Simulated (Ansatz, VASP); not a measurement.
## Two plane-wave programs on PtS2

```
Pt S
1.0
     3.56456    0.00000    0.00000
    -1.78228    3.08700    0.00000
     0.00000    0.00000    4.96797
Pt S
1 2
Cartesian
  0.0000 0.0000 0.0000
  0.0000 2.0580 1.2023
  1.7823 1.0290 3.7657
```

Alike in both runs: task relaxation of cell and atoms; functional PBEsol; k mesh 12 × 12 × 8; occupations gaussian, width 0.02 eV; no spin polarisation.

```csv
,VASP,Ansatz
version,VASP 6.6.1,Ansatz 0.2.0
potentials or method,"VASP PAW PBE potentials, release 64 (Pt, S), cutoff 600 eV","scalar-relativistic, plane waves, PAW"
valence electrons in the cell,22,30
```

|  | VASP | Ansatz | Ansatz less VASP |
| --- | --- | --- | --- |
| gap on the k mesh at the Fermi level, each at its own relaxed structure (eV) | 0.32 | 0.24 | -0.086 |
| relaxed volume (Å³/atom) | 17.66 | 17.55 | -0.106 |
| relaxed cell length with the largest relative difference (Å) | 4.806 | 4.767 | -0.0389 |

VASP's potentials were made for PBE, not for PBEsol. VASP's potentials hold 22 valence electrons a cell and Ansatz's 30, so a difference there can come from the potentials and not from the codes.

Neither program's run includes spin-orbit coupling.
